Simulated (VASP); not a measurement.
Sb2Pt:

```
Sb Pt
1.0
     0.00000    3.66911    3.66911
     3.66911    0.00000    3.66911
     3.66911    3.66911    0.00000
Sb Pt
2 1
Direct
  0.25000 0.25000 0.25000
  0.75000 0.75000 0.75000
  0.00000 0.00000 0.00000
```

The cell was generated, and may not be a known phase.

| Quantity | Value |
| --- | --- |
| Program | VASP 6.6.1 |
| Task | relaxation of cell and atoms |
| Functional | PBE |
| Potentials or basis | VASP PAW PBE potentials, release 64 (Sb, Pt) |
| Cutoff | 600 eV |
| k mesh | 5 × 5 × 5 |
| Occupations | gaussian, width 0.2 eV |
| Spin | no spin polarisation |

At the start: pressure -14.0 GPa; volume 32.93 Å³/atom.

Q: Where does the relaxation end?

A: Over 3 steps the energy falls by 508.0 meV/atom and the volume is 24.51 Å³/atom (-25.6 %); space group Fm-3m (No. 225, to 0.1 Å) before and after.

Step by step:
```
step  energy change (eV)  largest force (eV/Å)  pressure (GPa)  volume (Å³)
   1              0.0000                0.0000          -13.96        98.79
   2             -0.9657                0.0000           20.82        63.18
   3             -1.5240                0.0000           -0.50        73.52
```

Final structure:
```
Sb Pt
1.0
     0.00000    3.32495    3.32495
     3.32495    0.00000    3.32495
     3.32495    3.32495    0.00000
Sb Pt
2 1
Direct
  0.25000 0.25000 0.25000
  0.75000 0.75000 0.75000
  0.00000 0.00000 0.00000
```

Caveat: the volume moved by over 15 % at a fixed basis, so the end points are rough.
